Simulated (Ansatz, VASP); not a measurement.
# One calculation of Be2CdS, two programs

```xyz
4
Lattice="3.2113 0.0000 0.0000 0.0000 3.2113 0.0000 0.0000 0.0000 6.7081" Properties=species:S:1:pos:R:3 pbc="T T T"
Be    1.6057    0.0000    4.6162
Be    0.0000    1.6057    2.0919
Cd    0.0000    0.0000    0.0000
S     1.6057    1.6057    3.3541
```

Change from the starting cell: species swapped into the Ga2BiAs type (P-4m2, No. 115).

Alike in both runs: task relaxation of cell and atoms; functional PBE; k mesh 6 × 6 × 4; occupations gaussian, width 0.1 eV; no spin polarisation.

```csv
,VASP,Ansatz
version,VASP 6.6.1,Ansatz 0.2.0
potentials or method,"VASP PAW PBE potentials, release 64 (Be, Cd, S), cutoff 600 eV","scalar-relativistic, plane waves, PAW"
valence electrons in the cell,22,30
```

```csv
,VASP,Ansatz,Ansatz less VASP
"gap on the k mesh at the Fermi level, each at its own relaxed structure (eV)",none,none,-
relaxed volume (Å³/atom),17.34,17.33,-0.009
relaxed cell length with the largest relative difference (Å),3.207,3.205,-0.0013
```

A gap of «none» marks a metal or a gap that the smearing closes. VASP's potentials hold 22 valence electrons a cell and Ansatz's 30, so a difference there can come from the potentials and not from the codes.
